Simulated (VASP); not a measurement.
Set up this calculation in VASP 6.6.1, as the native input.

```yaml
Task: single point
Functional: PBE
Potentials_or_basis: VASP PAW PBE potentials, release 64 (Sr_sv, O)
Cutoff: 600 eV
k_mesh: 4 × 4 × 4
Occupations: gaussian, width 0.01 eV
Spin: no spin polarisation
Dipole_correction: no
Further_INCAR_settings: ALGO = Normal; EDIFF = 1e-06; NBANDS = 15
```

The structure of SrO lies in POSCAR:

```
SrO
1.0
    0.0000000000      2.7922805097      2.7922805097
    2.7922805097      0.0000000000      2.7922805097
    2.7922805097      2.7922805097      0.0000000000
Sr O
1 1
Direct
    0.0000000000      0.0000000000      0.0000000000
    0.2500000000      0.2500000000      0.2500000000
```

The input as run:

INCAR

```
PREC = Accurate
ENCUT = 600
EDIFF = 1E-6
ISMEAR = 0
SIGMA = 0.01
LREAL = F
LASPH = T
NELM = 120
ALGO = Normal
ISIF = 2
LWAVE = F
LCHARG = F
GGA = PE
NBANDS = 15
GGA_COMPAT = F
```

KPOINTS

```
Automatic mesh
0
Gamma
  4 4 4
```

Potentials or basis: VASP PAW PBE potentials, release 64 (Sr_sv, O).

The run is started by

```console
$ cat potpaw_PBE.64/Sr_sv/POTCAR potpaw_PBE.64/O/POTCAR > POTCAR
$ mpirun -np 1 vasp_std > vasp.out
```

It gave:

| Item | Value |
| --- | --- |
| Pressure | 1.3 GPa |
| Band gap on the k mesh | 2.53 eV, indirect (least direct gap 3.37 eV) |

Caveat: the k points lie up to 0.49 Å⁻¹ apart.

Run time: 15 s on 1 thread of AMD EPYC 7R13 (shared host), peak memory 0.14 GiB.
